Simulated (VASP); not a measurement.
# NbH in VASP: a series of runs

The runs below take NbH through single point, with PBEsol.

Program: VASP 6.6.1. These are calculated values, not measurements. Logs are shortened: lines on timing, memory, paths and dates and some standing lists are left out, and cuts for length are marked.

### Step 1. The cell of the first run

Symmetry: I4/mmm, No. 139, tetragonal system. The conventional cell has a = 3.178 Å, b = 3.178 Å, c = 3.903 Å, α = 90.00°, β = 90.00°, γ = 90.00°. Nb (site symmetry 4/mmm) has 6 H at 1.95 to 2.25 Å within 2.6 Å. Within 2.6 Å of H (site symmetry 4/mmm) lie 6 Nb at 1.95 to 2.25 Å.

### Step 2. Single point, PBEsol

Contents of INCAR:

```
SYSTEM = NbH
ALGO     = Normal         ! electronic algorithm
EDIFF    = 1E-7           ! SCF threshold, eV
ENCUT    = 520            ! plane-wave cutoff, eV
GGA      = PS             ! functional
ISIF     = 2              ! what is computed and relaxed
ISMEAR   = 0              ! smearing method
LASPH    = .True.         ! aspherical terms in the spheres
LCHARG   = .False.        ! write CHGCAR
LREAL    = .False.        ! projectors in reciprocal space
LWAVE    = .False.        ! write WAVECAR
NBANDS   = 14             ! bands
NELM     = 80             ! most SCF steps
PREC     = Accurate       ! precision mode
SIGMA    = 0.1            ! smearing width, eV
```

Contents of KPOINTS:

```
k-points
0
Gamma
  18 18 18
  0 0 0
```

Contents of POSCAR:

```
NbH
1.0
   -1.5888276146      1.5888276146      1.9514174630
    1.5888276146     -1.5888276146      1.9514174630
    1.5888276146      1.5888276146     -1.9514174630
Nb H
1 1
Direct
    0.0000000000      0.0000000000      0.0000000000
    0.5000000000      0.5000000000      0.0000000000
```

Potentials or basis: VASP PAW PBE potentials, release 64 (Nb_sv, H).

On the command line:

```
$ cat potpaw_PBE.64/Nb_sv/POTCAR potpaw_PBE.64/H/POTCAR > POTCAR
$ mpirun -np 1 vasp_std > vasp.out
```

OUTCAR:

```text
SYSTEM = NbH
   EDIFF = 1E-7
   ENCUT = 520
   GGA = PS
   ISIF = 2
   ISMEAR = 0
   LASPH = .True.
   LREAL = .False.
   NELM = 80
   PREC = Accurate

 ion  position               nearest neighbor table
   1  0.000  0.000  0.000-   2 1.95   2 1.95
   2  0.500  0.500  0.000-   1 1.95   1 1.95

  LATTYP: Found a body centered tetragonal cell.
 ALAT       =     3.1776552292
 C/A-ratio  =     1.2282122019

  Lattice vectors:

 A1 = (  -1.5888276146,   1.5888276146,   1.9514174630)
 A2 = (   1.5888276146,  -1.5888276146,   1.9514174630)
 A3 = (   1.5888276146,   1.5888276146,  -1.9514174630)

Analysis of symmetry for initial positions (statically):
=====================================================================
 Subroutine PRICEL returns:
 Original cell was already a primitive cell.

 Routine SETGRP: Setting up the symmetry group for a
 body centered tetragonal supercell.

 Subroutine GETGRP returns: Found 16 space group operations
 (whereof 16 operations were pure point group operations)
 out of a pool of 16 trial point group operations.

The static configuration has the point symmetry D_4h.

Analysis of symmetry for dynamics (positions and initial velocities):
=====================================================================
 Subroutine PRICEL returns:
 Original cell was already a primitive cell.

 Routine SETGRP: Setting up the symmetry group for a
 body centered tetragonal supercell.

 Subroutine GETGRP returns: Found 16 space group operations
 (whereof 16 operations were pure point group operations)
 out of a pool of 16 trial point group operations.

The dynamic configuration has the point symmetry D_4h.

 Subroutine INISYM returns: Found 16 space group operations
 (whereof 16 operations are pure point group operations),
 and found     1 'primitive' translations

----------------------------------------------------------------------------------------

                                     Primitive cell

  volume of cell :      19.7044

  direct lattice vectors                    reciprocal lattice vectors
    -1.588827615  1.588827615  1.951417463     0.000000000  0.314697451  0.256224006
     1.588827615 -1.588827615  1.951417463     0.314697451  0.000000000  0.256224006
     1.588827615  1.588827615 -1.951417463     0.314697451  0.314697451  0.000000000

  length of vectors
     2.976033685  2.976033685  2.976033685     0.405814276  0.405814276  0.445049403

  position of ions in fractional coordinates (direct lattice)
     0.000000000  0.000000000  0.000000000
     0.500000000  0.500000000  0.000000000

  ion indices of the primitive-cell ions
   primitive index   ion index
                 1           1
                 2           2

----------------------------------------------------------------------------------------

 KPOINTS: k-points

Automatic generation of k-mesh.
 Grid dimensions read from file:
 generate k-points for:   18   18   18

 Generating k-lattice:

  Cartesian coordinates                     Fractional coordinates (reciprocal lattice)
     0.000000000  0.017483192  0.014234667     0.055555556  0.000000000  0.000000000
     0.017483192  0.000000000  0.014234667     0.000000000  0.055555556  0.000000000
     0.017483192  0.017483192  0.000000000     0.000000000  0.000000000  0.055555556

  Length of vectors
     0.022545238  0.022545238  0.024724967

  Shift w.r.t. Gamma in fractional coordinates (k-lattice)
     0.000000000  0.000000000  0.000000000

 Subroutine IBZKPT returns following result:
 ===========================================

 Found    480 irreducible k-points:

 Following reciprocal coordinates:
            Coordinates               Weight
  0.000000  0.000000  0.000000      1.000000
  0.055556  0.000000  0.000000      8.000000
  0.111111  0.000000  0.000000      8.000000
  0.166667  0.000000  0.000000      8.000000
  0.222222  0.000000  0.000000      8.000000
  0.277778  0.000000  0.000000      8.000000
[... 16 lines left out ...]
 -0.277778  0.055556 -0.000000     16.000000
 -0.222222  0.055556  0.000000     16.000000
 [... further k-points ...]
   k-points           NKPTS =    480   k-points in BZ     NKDIM =    480   number of bands    NBANDS=     14
   number of dos      NEDOS =    301   number of ions     NIONS =      2
   total plane-waves  NPLWV =  13824
   dimension x,y,z NGX =    24 NGY =   24 NGZ =   24
   dimension x,y,z NGXF=    48 NGYF=   48 NGZF=   48
   ions per type =               1   1
   NGX,Y,Z   is equivalent  to a cutoff of  13.41, 13.41, 13.41 a.u.
   NGXF,Y,Z  is equivalent  to a cutoff of  26.81, 26.81, 26.81 a.u.
 SYSTEM =  NbH
   PREC   = accura    normal or accurate (medium, high low for compatibility)
   ISTART =      0    job   : 0-new  1-cont  2-samecut
   ICHARG =      2    charge: 1-file 2-atom 10-const
   ISPIN  =      1    spin polarized calculation?
   LNONCOLLINEAR =      F non collinear calculations
   LSORBIT =      F    spin-orbit coupling
   LASPH  =      T    aspherical Exc in radial PAW
   ENCUT  =  520.0 eV  38.22 Ry    6.18 a.u.   5.53  5.53  5.53*2*pi/ulx,y,z
   NELM   =     80;   NELMIN=  2; NELMDL= -5     # of ELM steps
   EDIFF  = 0.1E-06   stopping-criterion for ELM
   LREAL  =      F    real-space projection
   EDIFFG = 0.1E-05   stopping-criterion for IOM
   NSW    =      0    number of steps for IOM
   IBRION =     -1    ionic relax: 0-MD 1-quasi-New 2-CG
   NFREE  =      0    steps in history (QN), initial steepest desc. (CG)
   ISIF   =      2    stress and relaxation
   ISYM   =      2    0-nonsym 1-usesym 2-fastsym
   POTIM  = 0.5000    time-step for ionic-motion
   TEBEG  =    0.0;   TEEND  =   0.0 temperature during run
   PSTRESS=    0.0 pullay stress
   NELECT =      14.0000    total number of electrons
   NUPDOWN=      -1.0000    fix difference up-down
   EMIN   =  10.00;   EMAX   =-10.00  energy-range for DOS
   EFERMI =   0.00;   METHOD = LEGACY
   ISMEAR =     0;   SIGMA  =   0.10  broadening in eV -4-tet -1-fermi 0-gaus
   EFERMI_NEDOS =   21; number of points for ismear=-14 and -15
   IALGO  =     38    algorithm
   IMIX   =      4    mixing-type and parameters
     AMIX     =   0.40;   BMIX     =  1.00
     AMIX_MAG =   1.60;   BMIX_MAG =  1.00
  volume/ion in A,a.u.               =       9.85        66.49
  Fermi-wavevector in a.u.,A,eV,Ry     =   1.460819  2.760547 29.034706  2.133991
  Thomas-Fermi vector in A             =   2.577223
   LORBIT       =      0    0 simple, 1 ext, 2 COOP (PROOUT), +10 PAW based schemes
   GGA     = PS    functional components
   LHFCALC =     F    Hartree Fock is set to
   AEXX    =    0.0000 exact exchange contribution
   IVDW    =     0    specifies the selected vdW correction
   LEPSILON=     F    determine dielectric tensor
   LRPA    =     F    only Hartree local field effects (RPA)
 non-spin polarized calculation
 Gauss-broadening in eV      SIGMA  =   0.10
  energy-cutoff  :      520.00
  volume of cell :       19.70
 maximum number of plane-waves:       546
 NGX is ok and might be reduce to    24
   NGX = 11   NGY = 11   NGZ = 11

 number of electron      13.9999999 magnetization

 Free energy of the ion-electron system (eV)
  ---------------------------------------------------
  ext. energy  EPLUGINS =         0.00000000
  ---------------------------------------------------
  free energy    TOTEN  =       -14.64152702 eV

  energy without entropy =      -14.63586701  energy(sigma->0) =      -14.63869702

 E-fermi :  11.4644     XC(G=0): -12.7217

 val. band max:       11.4627273000   @ k =  -0.1667   0.1667   0.1667
 cond. band min:      11.4823418150   @ k =  -0.2222   0.4444   0.1667
 fundamental gap:      0.0196145150
 Fermi energy:        11.4644171607

 k-point     1 :       0.0000    0.0000    0.0000
  band No.  band energies     occupation
      1     -43.5616      2.00000
      2     -19.1282      2.00000
      3     -19.0662      2.00000
      4     -19.0662      2.00000
      5       1.6466      2.00000
      6      10.6817      2.00000
      7      10.6817      2.00000
      8      12.1533      0.00000
      9      12.3632      0.00000
     10      13.3125      0.00000
     11      21.8229      0.00000
     12      22.8881      0.00000
     13      23.8760      0.00000
     14      23.8760      0.00000

 k-point     2 :       0.0556    0.0000    0.0000
  band No.  band energies     occupation
      1     -43.5564      2.00000
      2     -19.1502      2.00000
      3     -19.0823      2.00000
      4     -19.0735      2.00000
      5       1.7491      2.00000
      6      10.6583      2.00000
      7      10.7231      2.00000
      8      12.1194      0.00000
      9      12.3371      0.00000
     10      13.2492      0.00000
     11      21.2712      0.00000
     12      23.1063      0.00000
     13      24.0831      0.00000
     14      24.3231      0.00000

 k-point     3 :       0.1111    0.0000    0.0000
  band No.  band energies     occupation
      1     -43.5416      2.00000
      2     -19.2425      2.00000
      3     -19.0986      2.00000
      4     -19.0946      2.00000
      5       2.0481      2.00000
      6      10.5414      2.00000
      7      10.7986      2.00000
      8      12.0481      0.00000
      9      12.3242      0.00000
     10      13.1304      0.00000
     11      20.2337      0.00000
     12      23.7025      0.00000
     13      24.6813      0.00000
     14      25.2343      0.00000

 k-point     4 :       0.1667    0.0000    0.0000
  band No.  band energies     occupation
      1     -43.5187      2.00000
      2     -19.3970      2.00000
      3     -19.1267      2.00000
      4     -19.1078      2.00000
      5       2.5196      2.00000
      6      10.2431      2.00000
      7      10.7792      2.00000
      8      12.0035      0.00000
      9      12.4918      0.00000
     10      13.0924      0.00000
     11      19.1936      0.00000
     12      24.5404      0.00000
     13      25.6124      0.00000
     14      26.3404      0.00000

 k-point     5 :       0.2222    0.0000    0.0000
  band No.  band energies     occupation
      1     -43.4905      2.00000
      2     -19.5854      2.00000
      3     -19.1659      2.00000
      4     -19.1158      2.00000
      5       3.1276      2.00000
      6       9.7663      2.00000
      7      10.6045      2.00000
      8      11.9788      0.00000
      9      12.9356      0.00000
     10      13.2252      0.00000
     11      18.3365      0.00000
[... 276 lines left out ...]
 k-point    22 :      -0.3333    0.0556    0.0000
  band No.  band energies     occupation
      1     -43.4407      2.00000
      2     -19.8848      2.00000
      3     -19.2346      2.00000
      4     -19.1506      2.00000
      5       4.2516      2.00000
      6       8.7665      2.00000
      7      10.1616      2.00000
      8      11.8101      0.00000
      9      13.8703      0.00000
     10      14.1423      0.00000
     11      17.9808      0.00000
     12      24.3883      0.00000
     13      28.2368      0.00000
     14      29.6092      0.00000

 k-point    23 :      -0.2778    0.0556   -0.0000
  band No.  band energies     occupation
      1     -43.4699      2.00000
      2     -19.6997      2.00000
      3     -19.1921      2.00000
      4     -19.1443      2.00000
      5       3.5372      2.00000
      6       9.3602      2.00000
      7      10.3950      2.00000
      8      11.8699      0.00000
      9      13.1804      0.00000
     10      13.7143      0.00000
     11      18.3896      0.00000
     12      25.3973      0.00000
     13      26.9497      0.00000
     14      29.1693      0.00000

 k-point    24 :      -0.2222    0.0556    0.0000
  band No.  band energies     occupation
      1     -43.4993      2.00000
      2     -19.5083      2.00000
      3     -19.1506      2.00000
      4     -19.1362      2.00000
      5       2.8894      2.00000
      6       9.8857      2.00000
      7      10.6545      2.00000
      8      11.9237      0.00000
      9      12.5937      0.00000
     10      13.3871      0.00000
     11      19.1046      0.00000
     12      25.1785      0.00000
     13      25.9699      0.00000
     14      27.9921      0.00000

 [... further k-points ...]

------------------------ aborting loop because EDIFF is reached ----------------------------------------

  FORCE on cell =-STRESS in cart. coord.  units (eV):
  Direction    XX          YY          ZZ          XY          YZ          ZX
  --------------------------------------------------------------------------------------
  -------------------------------------------------------------------------------------
  Total       -0.0517676     -0.0517676     -0.0488032      0.0000000      0.0000000      0.0000000
  in kB       -4.2092508     -4.2092508     -3.9682125      0.0000000      0.0000000      0.0000000
  external PRESSURE =      -4.1289047 kB  Pullay stress =       0.0000000 kB

 VOLUME and BASIS-vectors are now :
 -----------------------------------------------------------------------------
  energy-cutoff  :      520.00
  volume of cell :       19.70
      direct lattice vectors                 reciprocal lattice vectors
    -1.588827615  1.588827615  1.951417463     0.000000000  0.314697451  0.256224006
     1.588827615 -1.588827615  1.951417463     0.314697451  0.000000000  0.256224006
     1.588827615  1.588827615 -1.951417463     0.314697451  0.314697451  0.000000000

 POSITION                                       TOTAL-FORCE (eV/Angst)
 -----------------------------------------------------------------------------------
      0.00000      0.00000      0.00000         0.000000     -0.000000      0.000000
      0.00000      0.00000      1.95142        -0.000000      0.000000     -0.000000
 -----------------------------------------------------------------------------------
    total drift:                               -0.000000      0.000000     -0.000000

  FREE ENERGIE OF THE ION-ELECTRON SYSTEM (eV)
  ---------------------------------------------------
  free  energy   TOTEN  =       -14.6415270169 eV

  energy  without entropy=      -14.6358670131  energy(sigma->0) =      -14.63869702
```

Run time: 40 s. Hardware: 1 thread of Intel Xeon 6975P-C (Granite Rapids), shared host; peak memory 0.24 GiB.

What came out:

| Quantity | Value |
| --- | --- |
| Free energy | -14.6415 eV |
| Pressure | -0.4 GPa |
| Band gap on the k mesh | zero (bands 7 and 8 overlap by 4.40 eV) |

Caveat: the PAW data sets were made with another functional, which shifts forces and pressure a little.

### Step 3. Single point, PBEsol (uniaxial strain along a: -2.0 %)

Contents of INCAR:

```
SYSTEM = NbH
PREC = Accurate
ENCUT = 520
EDIFF = 1E-7
ISMEAR = 0
SIGMA = 0.1
LREAL = .FALSE.
LASPH = .TRUE.
NELM = 60
ALGO = Normal
ISIF = 2
LWAVE = .FALSE.
LCHARG = .FALSE.
GGA = PS
NBANDS = 22
```

Contents of KPOINTS:

```
Automatic mesh
0
G
  14 14 12
  0 0 0
```

Contents of POSCAR:

```
NbH
1.0
    3.1141020392      0.0000000000      0.0000000000
    0.0000000000      3.1935434178      0.0000000000
    0.0000000000      0.0000000000      3.9223492789
Nb H
2 2
Direct
    0.0000000000      0.0000000000      0.0000000000
    0.5000000000      0.5000000000      0.5000000000
    0.0000000000      0.0000000000      0.5000000000
    0.5000000000      0.5000000000      0.0000000000
```

Potentials or basis: VASP PAW PBE potentials, release 64 (Nb_sv, H).

On the command line:

```
$ cat potpaw_PBE.64/Nb_sv/POTCAR potpaw_PBE.64/H/POTCAR > POTCAR
$ mpirun -np 1 vasp_std > vasp.out
```

Wall time 1.8 min (1 thread of Intel Xeon 6975P-C (Granite Rapids), shared host); peak memory 0.4 GiB.

Results (log left out):

```
Free energy            : -29.2758 eV
Pressure               : 1.4 GPa
Band gap on the k mesh : zero (bands 14 and 15 overlap by 1.99 eV)
```

Stress tensor (GPa, compression positive):
```
 3.05  0.00  0.00
 0.00 -0.13  0.00
 0.00  0.00  1.38
```

Levels at points of the mesh, in eV from the Fermi level:
| k point | band 11 | band 12 | band 13 | band 14 | band 15 | band 16 | band 17 | band 18 |
| --- | --- | --- | --- | --- | --- | --- | --- | --- |
| (0.00, 0.00, 0.00) | -3.88 | -0.91 | -0.56 | 0.60 | 1.05 | 2.02 | 3.86 | 3.94 |
| (0.50, 0.00, 0.00) | -2.58 | -2.58 | -1.21 | -1.21 | -0.10 | -0.10 | 1.46 | 1.46 |
| (0.00, 0.50, 0.00) | -2.67 | -2.67 | -1.15 | -1.15 | 0.25 | 0.25 | 1.64 | 1.64 |
| (0.50, 0.50, 0.00) | -3.49 | -3.49 | 1.51 | 1.51 | 3.32 | 3.32 | 4.02 | 4.02 |
| (0.00, 0.00, 0.50) | -2.13 | -2.13 | 0.36 | 0.36 | 0.59 | 0.59 | 0.85 | 0.85 |
| (0.50, 0.00, 0.50) | -4.58 | -4.58 | -1.83 | -1.83 | -0.08 | -0.08 | 3.64 | 3.64 |
| (0.00, 0.50, 0.50) | -4.56 | -4.56 | -1.49 | -1.49 | -0.22 | -0.22 | 3.25 | 3.25 |
| (0.50, 0.50, 0.50) | -1.95 | -1.95 | -1.78 | -1.78 | 1.09 | 1.09 | 3.99 | 3.99 |

Caveat: the cell differs from its parent crystal (uniaxial strain along a: -2.0 %); the PAW data sets were made with another functional, which shifts forces and pressure a little.
